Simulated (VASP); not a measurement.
# LiH (Fm-3m) in VASP: notebook, part 2 of 2

VASP 6.6.1. The steps go on from the part before.

## Step 3: Single point, PBE

File INCAR:

```
PREC     = Accurate       # precision mode
ENCUT    = 520            # plane-wave cutoff, eV
EDIFF    = 1E-7           # SCF threshold, eV
ISMEAR   = 0              # smearing method
SIGMA    = 0.02           # smearing width, eV
LREAL    = False          # projectors in reciprocal space
LASPH    = True           # aspherical terms in the spheres
NELM     = 100            # most SCF steps
ALGO     = Normal         # electronic algorithm
ISIF     = 2              # what is computed and relaxed
LWAVE    = False          # write WAVECAR
LCHARG   = False          # write CHGCAR
GGA      = PE             # functional
NBANDS   = 9              # bands
```

File KPOINTS:

```
regular mesh
0
Gamma
  10 10 10
```

File POSCAR:

```
LiH
1.0
    0.0000000000      2.0030467726      2.0030467726
    2.0030467726      0.0000000000      2.0030467726
    2.0030467726      2.0030467726      0.0000000000
Li H
1 1
Direct
    0.0000000000      0.0000000000      0.0000000000
    0.5000000000      0.5000000000      0.5000000000
```

Potentials or basis: VASP PAW PBE potentials, release 64 (Li_sv, H).

Started as:

```console
cat potpaw_PBE.64/Li_sv/POTCAR potpaw_PBE.64/H/POTCAR > POTCAR
mpirun -np 1 vasp_std > vasp.out
```

Run time: 3.3 s. Hardware: 1 thread of Intel Xeon 6975P-C (Granite Rapids), shared host; peak memory 0.13 GiB.

Results (log left out):

| Quantity | Value |
| --- | --- |
| Free energy | -6.1271 eV |
| Band gap on the k mesh | 2.98 eV, direct |

Levels at points of the mesh, in eV from the valence-band top:
```
           k point  band 1  band 2  band 3  band 4  band 5
(0.00, 0.00, 0.00)  -44.29   -5.44   16.12   17.91   17.91
(0.50, 0.00, 0.00)  -44.24   -2.63    4.93   13.68   16.52
(0.50, 0.50, 0.00)  -44.23    0.00    2.98   10.82   10.82
```

Caveat: the cutoff is under 1.25 times the usual one of these potentials, so pressure, stress and relaxed cells hold a basis-set (Pulay) error. A k mesh can miss the band edges.

## Step 4: Single point, PBE

File INCAR:

```
SYSTEM = LiH
PREC = Accurate
ENCUT = 520
EDIFF = 1E-6
ISMEAR = 0
SIGMA = 0.02
LREAL = .False.
LASPH = .True.
NELM = 60
ALGO = Normal
ISIF = 2
LWAVE = .False.
LCHARG = .True.
GGA = PE
LELF = .True.
LVHAR = .True.
NBANDS = 9
```

File KPOINTS:

```
regular mesh
0
Gamma
  10 10 10
  0 0 0
```

File POSCAR:

```
LiH
1.0
    0.0000000000      2.0028096236      2.0028096236
    2.0028096236      0.0000000000      2.0028096236
    2.0028096236      2.0028096236      0.0000000000
Li H
1 1
Direct
    0.5000000000      0.5000000000      0.5000000000
    0.0000000000      0.0000000000      0.0000000000
```

Started as:

```console
cat potpaw_PBE.64/Li_sv/POTCAR potpaw_PBE.64/H/POTCAR > POTCAR
mpirun -np 1 vasp_std > vasp.out
```

It took 2.9 s on 1 thread of Intel Xeon 6975P-C (Granite Rapids), shared host; peak memory 0.13 GiB.

The run converged. Its results:

```
Free energy            : -6.1271 eV
Band gap on the k mesh : 2.98 eV, direct
```

Levels at points of the mesh, in eV from the valence-band top:
```csv
k point,band 1,band 2,band 3,band 4,band 5
"(0.00, 0.00, 0.00)",-44.29,-5.44,16.12,17.91,17.91
"(0.50, 0.00, 0.00)",-44.24,-2.63,4.93,13.68,16.52
"(0.50, 0.50, 0.00)",-44.23,0.00,2.98,10.83,10.83
```

Caveat: the cutoff is under 1.25 times the usual one of these potentials, so pressure, stress and relaxed cells hold a basis-set (Pulay) error.

## Step 5: Relaxation of cell and atoms, PBE

File INCAR:

```
SYSTEM = LiH
PREC = Accurate ; ENCUT = 600
EDIFF = 1E-6 ; ISMEAR = 0
SIGMA = 0.02 ; LREAL = .False.
LASPH = .True. ; NELM = 100
ALGO = Normal ; ISIF = 3
LWAVE = .False. ; LCHARG = .False.
GGA = PE ; IBRION = 2
NSW = 100 ; EDIFFG = -0.01
```

KPOINTS is that of step 4.

File POSCAR:

```
LiH
1.0
    0.0000000000      2.0030467726      2.0030467726
    2.0030467726      0.0000000000      2.0030467726
    2.0030467726      2.0030467726      0.0000000000
Li H
1 1
Direct
    0.0000000000      0.0000000000      0.0000000000
    0.5000000000      0.5000000000      0.5000000000
```

Potentials or basis: VASP PAW PBE potentials, release 64 (Li_sv, H).

Started as:

```console
cat potpaw_PBE.64/Li_sv/POTCAR potpaw_PBE.64/H/POTCAR > POTCAR
mpirun -np 1 vasp_std > vasp.out
```

OUTCAR:

```text
SYSTEM = LiH
   PREC = Accurate
   ENCUT = 600
   EDIFF = 1E-6
   ISMEAR = 0
   LREAL = .False.
   LASPH = .True.
   NELM = 100
   ISIF = 3
   GGA = PE
   IBRION = 2
   NSW = 100
   EDIFFG = -0.01

 ion  position               nearest neighbor table
   1  0.000  0.000  0.000-
   2  0.500  0.500  0.500-

  LATTYP: Found a face centered cubic cell.
 ALAT       =     4.0060935452

  Lattice vectors:

 A1 = (   0.0000000000,   2.0030467726,   2.0030467726)
 A2 = (   2.0030467726,   0.0000000000,   2.0030467726)
 A3 = (   2.0030467726,   2.0030467726,   0.0000000000)

Analysis of symmetry for initial positions (statically):
[... 33 lines left out ...]
                                     Primitive cell

  volume of cell :      16.0732

[... 215 lines left out ...]
  free energy    TOTEN  =        -6.12725307 eV

  energy without entropy =       -6.12725307  energy(sigma->0) =       -6.12725307

 E-fermi :   0.3389     XC(G=0):  -8.5374

 val. band max:        0.1268227888   @ k =   0.5000   0.5000   0.0000
 cond. band min:       3.0999674143   @ k =   0.5000   0.5000   0.0000
 fundamental gap:      2.9731446255
 Fermi energy:         0.3388963477

 k-point     1 :       0.0000    0.0000    0.0000
  band No.  band energies     occupation
      1     -44.1534      2.00000
      2      -5.3359      2.00000
      3      16.3113      0.00000
      4      18.0959      0.00000
      5      18.0959      0.00000
      6      18.0959      0.00000
[... 199 lines left out ...]
 k-point    24 :       0.4000    0.3000    0.0000
  band No.  band energies     occupation
      1     -44.1031      2.00000
      2      -2.2074      2.00000
      3       6.8377      0.00000
      4      10.6376      0.00000
      5      11.9700      0.00000
      6      16.4257      0.00000

 [... further k-points ...]

------------------------ aborting loop because EDIFF is reached ----------------------------------------

  FORCE on cell =-STRESS in cart. coord.  units (eV):
  Direction    XX          YY          ZZ          XY          YZ          ZX
  --------------------------------------------------------------------------------------
  -------------------------------------------------------------------------------------
  Total        0.0010314      0.0010314      0.0010314     -0.0000000     -0.0000000     -0.0000000
  in kB        0.1034161      0.1034161      0.1034161     -0.0000000     -0.0000000     -0.0000000
  external PRESSURE =       0.1034161 kB  Pullay stress =       0.0000000 kB
[... 17 lines left out ...]
  FREE ENERGIE OF THE ION-ELECTRON SYSTEM (eV)
  ---------------------------------------------------
  free  energy   TOTEN  =        -6.1272530686 eV

  energy  without entropy=       -6.1272530686  energy(sigma->0) =       -6.12725307

 reached required accuracy - stopping structural energy minimisation
```

Wall time 3.5 s (1 thread of Intel Xeon 6975P-C (Granite Rapids), shared host); peak memory 0.12 GiB.

What came out:

- Free energy: -6.1273 eV
- Relaxed volume: 7.99 Å³/atom
- Relaxed cell: a = 2.827 Å, b = 2.827 Å, c = 2.827 Å, α = 60.00°, β = 60.00°, γ = 60.00°
- Space group after relaxing (to 0.05 Å): Fm-3m (No. 225)
- Energy gained by relaxing: 0.0 meV/atom
- Ionic steps: 3
- Pressure after relaxing: 0.0 GPa
- Band gap on the k mesh: 2.97 eV, direct

Final structure:
```
CELL_PARAMETERS angstrom
0.00000 1.99911 1.99911
1.99911 0.00000 1.99911
1.99911 1.99911 0.00000
ATOMIC_POSITIONS crystal
Li 0.00000 0.00000 0.00000
H 0.50000 0.50000 0.50000
```

Levels at points of the mesh, in eV from the valence-band top:
```tsv
k point	band 1	band 2	band 3	band 4	band 5	band 6
(0.00, 0.00, 0.00)	-44.28	-5.46	16.18	17.97	17.97	17.97
(0.50, 0.00, 0.00)	-44.23	-2.65	4.94	13.73	16.57	16.57
(0.50, 0.50, 0.00)	-44.22	0.00	2.97	10.85	10.85	14.03
```

Caveat: the cutoff is under 1.25 times the usual one of these potentials, so pressure, stress and relaxed cells hold a basis-set (Pulay) error. A k mesh can miss the band edges.

## Step 6: The runs side by side

| task | cell | cutoff (eV) | gap on the mesh (eV) |
| --- | --- | --- | --- |
| single point | a = 2.833 Å, angles 60.0°, 2 atoms | 520 | 2.98 |
| single point | a = 2.832 Å, angles 60.0°, 2 atoms | 520 | 2.98 |
| relaxation of cell and atoms | relaxed from a = 2.833 Å, angles 60.0°, 2 atoms | 600 | 2.97 |

Alike in all rows: level PBE; potentials or basis VASP PAW PBE potentials, release 64 (Li_sv, H); no spin polarisation; k mesh 10 × 10 × 10; smearing gaussian 0.02 eV.

Caveats: the cutoff is under 1.25 times the usual one of these potentials, so pressure, stress and relaxed cells hold a basis-set (Pulay) error.

Total energies depend on the potentials used, so only differences within one code and one set of settings carry meaning.
